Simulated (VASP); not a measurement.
# ZnS (I-4m2) in VASP: a series of runs, part 2 of 2

VASP 6.6.1. The steps go on from the part before.

### Step 4. Single point, PBE (epitaxial xy strain +3.0%)

File INCAR:

```
SYSTEM = ZnS
PREC = Accurate
ENCUT = 520
EDIFF = 1E-6
ISMEAR = -1
SIGMA = 0.02
LREAL = .FALSE.
LASPH = .TRUE.
NELM = 60
ALGO = Normal
ISIF = 2
LWAVE = .FALSE.
LCHARG = .FALSE.
GGA = PE
NBANDS = 16
```

File KPOINTS:

```
regular mesh
0
G
  8 8 8
  0 0 0
```

File POSCAR:

```
ZnS
1.0
    0.0000000000      2.7749084065      2.5952488266
    2.7749084065      0.0000000000      2.5952488266
    2.7749084065      2.7749084065      0.0000000000
Zn S
1 1
Direct
    0.0000000000      0.0000000000      0.0000000000
    0.2500000000      0.2500000000      0.2500000000
```

Potentials or basis: VASP PAW PBE potentials, release 64 (Zn, S).

Run with:

```sh
> cat potpaw_PBE.64/Zn/POTCAR potpaw_PBE.64/S/POTCAR > POTCAR
> mpirun -np 1 vasp_std > vasp.out
```

OUTCAR:

```text
SYSTEM = ZnS
   PREC = Accurate
   ENCUT = 520
   EDIFF = 1E-6
   ISMEAR = -1
   LREAL = .FALSE.
   LASPH = .TRUE.
   NELM = 60
   ISIF = 2
   GGA = PE

 ion  position               nearest neighbor table
   1  0.000  0.000  0.000-   2 2.35   2 2.35   2 2.35   2 2.35
   2  0.250  0.250  0.250-   1 2.35   1 2.35   1 2.35   1 2.35

  LATTYP: Found a body centered tetragonal cell.
 ALAT       =     3.9243131028
 C/A-ratio  =     1.3226512557

  Lattice vectors:

 A1 = (   0.0000000000,  -2.7749084065,  -2.5952488266)
 A2 = (   0.0000000000,   2.7749084065,  -2.5952488266)
 A3 = (   2.7749084065,   0.0000000000,   2.5952488266)

Analysis of symmetry for initial positions (statically):
=====================================================================
 Subroutine PRICEL returns:
 Original cell was already a primitive cell.

 Routine SETGRP: Setting up the symmetry group for a
 body centered tetragonal supercell.

[... 154 lines left out ...]

 number of electron      18.0000007 magnetization

 Free energy of the ion-electron system (eV)
  ---------------------------------------------------
  ext. energy  EPLUGINS =         0.00000000
  ---------------------------------------------------
  free energy    TOTEN  =        -6.83734965 eV

  energy without entropy =       -6.83734965  energy(sigma->0) =       -6.83734965

 E-fermi :   2.5437     XC(G=0):  -9.5741

 val. band max:        2.1155459062   @ k =   0.0000   0.0000   0.0000
 cond. band min:       4.0261050578   @ k =   0.0000   0.0000   0.0000
 fundamental gap:      1.9105591515
 Fermi energy:         2.5436663370

 k-point     1 :       0.0000    0.0000    0.0000
  band No.  band energies     occupation
      1     -11.0554      2.00000
      2      -4.3079      2.00000
      3      -4.3079      2.00000
      4      -4.2726      2.00000
      5      -3.8292      2.00000
      6      -3.8122      2.00000
[... 433 lines left out ...]
      3      -4.1667      2.00000
      4      -4.0967      2.00000
      5      -3.8269      2.00000
      6      -3.7865      2.00000
[... 8 lines left out ...]
     15      14.4153      0.00000
     16      15.2622      0.00000

 [... further k-points ...]
[... 5 lines left out ...]
  --------------------------------------------------------------------------------------
  -------------------------------------------------------------------------------------
  Total       -0.0291605     -0.0291605      0.5681754      0.0000000      0.0000000      0.0000000
  in kB       -1.1689598     -1.1689598     22.7764863      0.0000000      0.0000000      0.0000000
  external PRESSURE =       6.8128556 kB  Pullay stress =       0.0000000 kB

 VOLUME and BASIS-vectors are now :
 -----------------------------------------------------------------------------
  energy-cutoff  :      520.00
  volume of cell :       39.97
      direct lattice vectors                 reciprocal lattice vectors
     0.000000000  2.774908406  2.595248827    -0.180186128  0.180186128  0.192659754
     2.774908406  0.000000000  2.595248827     0.180186128 -0.180186128  0.192659754
     2.774908406  2.774908406  0.000000000     0.180186128  0.180186128 -0.192659754

 POSITION                                       TOTAL-FORCE (eV/Angst)
 -----------------------------------------------------------------------------------
      0.00000      0.00000      0.00000        -0.000000     -0.000000     -0.000000
      1.38745      1.38745      1.29762         0.000000      0.000000      0.000000
 -----------------------------------------------------------------------------------
    total drift:                                0.000001      0.000001     -0.000005

  FREE ENERGIE OF THE ION-ELECTRON SYSTEM (eV)
  ---------------------------------------------------
  free  energy   TOTEN  =        -6.8373496472 eV

  energy  without entropy=       -6.8373496472  energy(sigma->0) =       -6.83734965
```

OSZICAR:

```text
N       E                     dE             d eps       ncg     rms          rms(c)
DAV:   1     0.891722407779E+02    0.89172E+02   -0.89237E+03  1896   0.135E+03
DAV:   2    -0.132603599491E+01   -0.90498E+02   -0.84334E+02  2136   0.260E+02
DAV:   3    -0.720386469011E+01   -0.58778E+01   -0.58506E+01  2344   0.646E+01
DAV:   4    -0.726658918393E+01   -0.62724E-01   -0.62710E-01  2336   0.686E+00
DAV:   5    -0.726733387475E+01   -0.74469E-03   -0.74468E-03  2400   0.719E-01    0.670E+00
DAV:   6    -0.685779099675E+01    0.40954E+00   -0.73850E-01  2808   0.298E+01    0.525E+00
DAV:   7    -0.683770334069E+01    0.20088E-01   -0.24589E-01  2224   0.444E+00    0.267E+00
DAV:   8    -0.683693638734E+01    0.76695E-03   -0.50644E-03  2592   0.832E-01    0.700E-01
DAV:   9    -0.683718801587E+01   -0.25163E-03   -0.12401E-03  2312   0.284E-01    0.101E-01
DAV:  10    -0.683735701431E+01   -0.16900E-03   -0.22742E-04  2328   0.131E-01    0.554E-02
DAV:  11    -0.683734901955E+01    0.79948E-05   -0.31541E-05  2208   0.743E-02    0.745E-03
DAV:  12    -0.683734964717E+01   -0.62762E-06   -0.39179E-06  2440   0.213E-02
   1 F= -.68373496E+01 E0= -.68373496E+01  d E =-.885353E-12
```

stdout:

```text
POSCAR found type information on POSCAR ZnS
 POSCAR found :  2 types and       2 ions
 scaLAPACK will be used
 LDA part: xc-table for (Slater+PW92), standard interpolation
 POSCAR, INCAR and KPOINTS ok, starting setup
 FFT: planning ... GRIDC
 FFT: planning ... GRID_SOFT
 FFT: planning ... GRID
 WAVECAR not read
 entering main loop
```

Run time: 22 s. Hardware: 1 thread of Intel Xeon Platinum 8488C (Sapphire Rapids), shared host; peak memory 0.18 GiB.

Results:

```
Free energy            : -6.8373 eV
Pressure               : 0.7 GPa
Band gap on the k mesh : 1.91 eV, direct
```

Stress tensor (GPa, compression positive):
```
-0.12  0.00  0.00
 0.00 -0.12  0.00
 0.00  0.00  2.28
```

Levels at points of the mesh, in eV from the valence-band top:
```
           k point  band 5  band 6  band 7  band 8  band 9  band 10  band 11  band 12  band 13  band 14
(0.00, 0.00, 0.00)   -5.94   -5.93   -0.20   -0.20    0.00     1.91     6.31     6.31     6.31    11.08
(0.50, 0.00, 0.00)   -5.89   -5.74   -5.31   -1.14   -0.81     3.10     6.53     7.17     8.72    11.91
(0.50, 0.50, 0.00)   -5.85   -5.66   -4.37   -2.52   -2.52     3.11     3.52    11.23    11.66    11.66
(0.50, 0.00, 0.50)   -5.87   -5.76   -4.75   -2.24   -2.10     3.43     4.17    10.47    11.39    11.85
```

Caveat: the cell differs from its parent crystal (epitaxial xy strain +3.0%).

### Step 5. Single point, PBE (epitaxial xy strain +4.0%)

File INCAR:

```
SYSTEM = ZnS
  PREC = Accurate
  ENCUT = 520
  EDIFF = 1E-6
  ISMEAR = -1
  SIGMA = 0.02
  LREAL = .False.
  LASPH = .True.
  NELM = 100
  ALGO = Normal
  ISIF = 2
  LWAVE = .False.
  LCHARG = .True.
  GGA = PE
  LELF = .True.
  LVHAR = .True.
  NBANDS = 16
```

File KPOINTS:

```
regular mesh
0
Gamma
  8 8 8
  0 0 0
```

File POSCAR:

```
ZnS
1.0
    0.0000000000      2.8018492648      2.5600519640
    2.8018492648      0.0000000000      2.5600519640
    2.8018492648      2.8018492648      0.0000000000
Zn S
1 1
Direct
    0.0000000000      0.0000000000      0.0000000000
    0.2500000000      0.2500000000      0.2500000000
```

Run with:

```sh
> cat potpaw_PBE.64/Zn/POTCAR potpaw_PBE.64/S/POTCAR > POTCAR
> mpirun -np 1 vasp_std > vasp.out
```

Wall time 24 s (1 thread of Intel Xeon Platinum 8488C (Sapphire Rapids), shared host); peak memory 0.18 GiB.

Results (log left out):

| Quantity | Value |
| --- | --- |
| Free energy | -6.8273 eV |
| Pressure | 0.2 GPa |
| Band gap on the k mesh | 1.84 eV, direct |

Stress tensor (GPa, compression positive):
```
-0.85  0.00  0.00
 0.00 -0.85  0.00
 0.00  0.00  2.26
```

Levels at points of the mesh, in eV from the valence-band top:
```
           k point  band 5  band 6  band 7  band 8  band 9  band 10  band 11  band 12  band 13  band 14
(0.00, 0.00, 0.00)   -5.97   -5.95   -0.26   -0.26    0.00     1.84     6.30     6.30     6.30    10.86
(0.50, 0.00, 0.00)   -5.91   -5.76   -5.29   -1.22   -0.78     3.01     6.42     7.29     8.68    11.80
(0.50, 0.50, 0.00)   -5.87   -5.65   -4.28   -2.60   -2.60     3.04     3.34    11.31    11.56    11.56
(0.50, 0.00, 0.50)   -5.90   -5.79   -4.80   -2.22   -2.04     3.45     4.23    10.29    11.16    11.72
```

Caveat: the cell differs from its parent crystal (epitaxial xy strain +4.0%).

### Step 6. Single point, r2SCAN (epitaxial xy strain -4.0%)

File POSCAR:

```
ZnS
1.0
    0.0000000000      2.5863223983      2.8198221184
    2.5863223983      0.0000000000      2.8198221184
    2.5863223983      2.5863223983      0.0000000000
Zn S
1 1
Direct
    0.0000000000      0.0000000000      0.0000000000
    0.2500000000      0.2500000000      0.2500000000
```

File INCAR.step1:

```
SYSTEM = ZnS
ALGO     = Normal         ! electronic algorithm
EDIFF    = 1E-4           ! SCF threshold, eV
ENCUT    = 520            ! plane-wave cutoff, eV
GGA      = PE             ! functional
ISMEAR   = 0              ! smearing method
LASPH    = .True.         ! aspherical terms in the spheres
LCHARG   = .False.        ! write CHGCAR
LREAL    = .False.        ! projectors in reciprocal space
LWAVE    = .True.         ! write WAVECAR
NBANDS   = 16             ! bands
NELM     = 100            ! most SCF steps
PREC     = Accurate       ! precision mode
SIGMA    = 0.01           ! smearing width, eV
```

File INCAR.step2:

```
SYSTEM = ZnS
ALGO     = Normal         ! electronic algorithm
EDIFF    = 1E-7           ! SCF threshold, eV
ENCUT    = 520            ! plane-wave cutoff, eV
ISIF     = 2              ! what is computed and relaxed
ISMEAR   = 0              ! smearing method
ISTART   = 1            
LASPH    = .True.         ! aspherical terms in the spheres
LCHARG   = .True.         ! write CHGCAR
LELF     = .True.         ! ELF
LMIXTAU  = .True.       
LREAL    = .False.        ! projectors in reciprocal space
LVHAR    = .True.       
LWAVE    = .False.        ! write WAVECAR
METAGGA  = R2SCAN         ! meta-GGA
NBANDS   = 16             ! bands
NELM     = 100            ! most SCF steps
PREC     = Accurate       ! precision mode
SIGMA    = 0.01           ! smearing width, eV
```

File KPOINTS:

```
k-points
0
Gamma
  8 8 8
  0 0 0
```

Potentials or basis: VASP PAW PBE potentials, release 64 (Zn, S).

Run with:

```sh
> cat potpaw_PBE.64/Zn/POTCAR potpaw_PBE.64/S/POTCAR > POTCAR
> cp INCAR.step1 INCAR
> mpirun -np 1 vasp_std > vasp.out
> cp INCAR.step2 INCAR
> mpirun -np 1 vasp_std > vasp.out
```

Wall time 2.1 min (1 thread of Intel Xeon Platinum 8488C (Sapphire Rapids), shared host); peak memory 0.18 GiB.

Results (log left out):

```
Free energy            : -18.8252 eV
Pressure               : 2.9 GPa
Band gap on the k mesh : 2.73 eV, direct
```

Stress tensor (GPa, compression positive):
```
 4.41  0.00  0.00
 0.00  4.41  0.00
 0.00  0.00 -0.02
```

Levels at points of the mesh, in eV from the valence-band top:
```csv
k point,band 7,band 8,band 9,band 10,band 11,band 12
"(0.00, 0.00, 0.00)",-0.38,0.00,0.00,2.73,6.80,6.80
"(0.50, 0.00, 0.00)",-5.76,-1.34,-0.80,3.65,7.04,7.68
"(0.50, 0.50, 0.00)",-5.25,-2.22,-2.22,3.89,4.95,11.27
"(0.50, 0.00, 0.50)",-4.71,-2.80,-2.59,3.36,4.08,12.25
```

Caveat: the cell differs from its parent crystal (epitaxial xy strain -4.0%); the PAW data sets were made with another functional, which shifts forces and pressure a little.

### Step 7. Overview

```csv
level,cell,smearing,gap on the mesh (eV),pressure (GPa)
PBE,"a = 3.826, b = 3.826, c = 3.658 Å, angles 61.4, 61.4, 57.1°, 2 atoms",fermi-dirac 0.02 eV,2.16,5.3
PBE,"a = 3.803, b = 3.803, c = 3.886 Å, angles 59.3, 59.3, 61.4°, 2 atoms",fermi-dirac 0.02 eV,1.99,1.2
PBE,"a = 3.799, b = 3.799, c = 3.924 Å, angles 58.9, 58.9, 62.2°, 2 atoms",fermi-dirac 0.02 eV,1.91,0.7
PBE,"a = 3.795, b = 3.795, c = 3.962 Å, angles 58.5, 58.5, 62.9°, 2 atoms",fermi-dirac 0.02 eV,1.84,0.2
r2SCAN,"a = 3.826, b = 3.826, c = 3.658 Å, angles 61.4, 61.4, 57.1°, 2 atoms",gaussian 0.01 eV,2.73,2.9
```

Alike in all rows: task single point; potentials or basis VASP PAW PBE potentials, release 64 (Zn, S); no spin polarisation; k mesh 8 × 8 × 8; cutoff (eV) 520.

Caveats: the PAW data sets were made with another functional, which shifts forces and pressure a little (some runs).

Absolute energies hang on the potentials; compare differences alone.
